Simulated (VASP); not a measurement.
Wanted: the native input for a VASP 6.6.1 run.

| Quantity | Value |
| --- | --- |
| Task | single point |
| Functional | PBE |
| Potentials or basis | VASP PAW PBE potentials, release 64 (Si, Mo_sv) |
| Cutoff | 520 eV |
| k mesh | 12 × 12 × 6 |
| Occupations | gaussian, width 0.1 eV |
| Spin | no spin polarisation |
| Dipole correction | no |
| Further INCAR settings | ALGO = Normal; EDIFF = 1e-06; NBANDS = 31 |

The structure of Si2Mo lies in POSCAR:

```
Si2Mo
1.0
    3.3616054971      0.0000000000      0.0000000000
    0.0000000000      3.1806578327      0.0000000000
    0.0000000000      0.0000000000      7.7844485307
Si Mo
4 2
Direct
    0.0000000000      0.0000000000      0.3353002782
    0.5000000000      0.5000000000      0.1646997218
    0.5000000000      0.5000000000      0.8353002782
    0.0000000000      0.0000000000      0.6646997218
    0.0000000000      0.0000000000      0.0000000000
    0.5000000000      0.5000000000      0.5000000000
```

This cell differs from its parent crystal: uniaxial strain along a: +4.5 %.

These files were run (other wordings do the same):

INCAR

```
PREC = Accurate
ENCUT = 520
EDIFF = 1E-6
ISMEAR = 0
SIGMA = 0.1
LREAL = False
LASPH = True
NELM = 80
ALGO = Normal
ISIF = 2
LWAVE = False
LCHARG = False
GGA = PE
NBANDS = 31
```

KPOINTS

```
regular mesh
0
Gamma
  12 12 6
```

Potentials or basis: VASP PAW PBE potentials, release 64 (Si, Mo_sv).

Command:

```bash
$ cat potpaw_PBE.64/Si/POTCAR potpaw_PBE.64/Mo_sv/POTCAR > POTCAR
$ mpirun -np 1 vasp_std > vasp.out
```

It gave:

- Pressure: -3.3 GPa
- Largest force: 0.003 eV/Å
- Band gap on the k mesh: zero (band 22 reaches 12.10 eV, above the bottom of band 23 at 11.42 eV)

Caveat: the cell differs from its parent crystal (uniaxial strain along a: +4.5 %).

Run time: 4.5 min on 1 thread of Intel(R) Xeon(R) Platinum 8488C (Sapphire Rapids), with other jobs on the host, peak memory 0.49 GiB.
